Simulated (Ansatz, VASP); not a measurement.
# Two plane-wave programs on HfN

```
CELL_PARAMETERS angstrom
3.87329 0.01364 0.03190
0.01364 3.87501 0.02687
0.03986 0.03357 4.78744
ATOMIC_POSITIONS crystal
Hf 0.49904 0.99457 0.17118
Hf 0.97669 0.51136 0.81044
N 0.00644 0.02974 0.01204
N 0.51783 0.46433 0.00634
```

Change from the starting cell: all atoms moved at random (sigma 0.15 Å), cell strained at random (1 %).

Alike in both runs: task single point; functional PBE; k mesh 10 × 10 × 8; occupations gaussian, width 0.05 eV; no spin polarisation.

|  | VASP | Ansatz |
| --- | --- | --- |
| version | VASP 6.6.1 | Ansatz 0.2.0 |
| potentials or method | VASP PAW PBE potentials, release 64 (Hf_pv, N), cutoff 520 eV | scalar-relativistic, plane waves, PAW |
| valence electrons in the cell | 30 | 62 |

```csv
,VASP,Ansatz,Ansatz less VASP
gap on the k mesh at the Fermi level (eV),none,none,-
pressure (GPa),-0.4,0.8,+1.19
"traceless stress, the component that is largest in VASP (GPa)",-3.47,-3.52,-0.046
rms of the force components (eV/Å),1.400,1.397,-0.0022
```

Atom by atom the forces differ by 0.070 eV/Å (rms over components). A gap of «none» marks a metal or a gap that the smearing closes. VASP's potentials hold 30 valence electrons a cell and Ansatz's 62, so a difference there can come from the potentials and not from the codes.

Spin-orbit coupling is off throughout.
